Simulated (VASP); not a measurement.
Here is a VASP 6.6.1 calculation.

Contents of INCAR:

```
SYSTEM = Al2O3
PREC = Accurate
ENCUT = 520
EDIFF = 1E-6
ISMEAR = 0
SIGMA = 0.05
LREAL = .FALSE.
LASPH = .TRUE.
NELM = 100
ALGO = Normal
ISIF = 2
LWAVE = .FALSE.
LCHARG = .FALSE.
GGA = PS
NBANDS = 35
```

Contents of KPOINTS:

```
Automatic mesh
0
G
  6 6 6
  0 0 0
```

File POSCAR:

```
Al2O3
1.0
    2.3226885434      1.3410048558      4.3358401268
   -2.3226885434      1.3410048558      4.3358401268
    0.0000000000     -2.6820097115      4.3358401268
Al O
4 6
Direct
    0.8520350473      0.8520350473      0.8520350473
    0.6479649527      0.6479649527      0.6479649527
    0.1479649527      0.1479649527      0.1479649527
    0.3520350473      0.3520350473      0.3520350473
    0.0558571577      0.4441428423      0.7500000000
    0.7500000000      0.0558571577      0.4441428423
    0.4441428423      0.7500000000      0.0558571577
    0.9441428423      0.5558571577      0.2500000000
    0.2500000000      0.9441428423      0.5558571577
    0.5558571577      0.2500000000      0.9441428423
```

Potentials or basis: VASP PAW PBE potentials, release 64 (Al, O).

The run is started by

```bash
$ cat potpaw_PBE.64/Al/POTCAR potpaw_PBE.64/O/POTCAR > POTCAR
$ mpirun -np 1 vasp_std > vasp.out
```

Problem. What does it give for the largest force?

Solution. 0.236 eV/Å.

Problem. Estimate the pressure.

Solution. 15.5 GPa.

Problem. Predict the band gap on the k mesh.

Solution. 6.72 eV.

Forces on the atoms (eV/Å):
```
Al   0.000  0.000 -0.236
Al   0.000  0.000  0.236
Al   0.000  0.000  0.236
Al   0.000  0.000 -0.236
O    0.109  0.000  0.000
O   -0.055  0.095  0.000
O   -0.055 -0.095  0.000
O   -0.109  0.000  0.000
O    0.055 -0.095  0.000
O    0.055  0.095  0.000
```

Caveat: the stress differs along the axes, from 7 to 20 GPa; the PAW data sets were made with another functional, which shifts forces and pressure a little. A k mesh can miss the band edges.
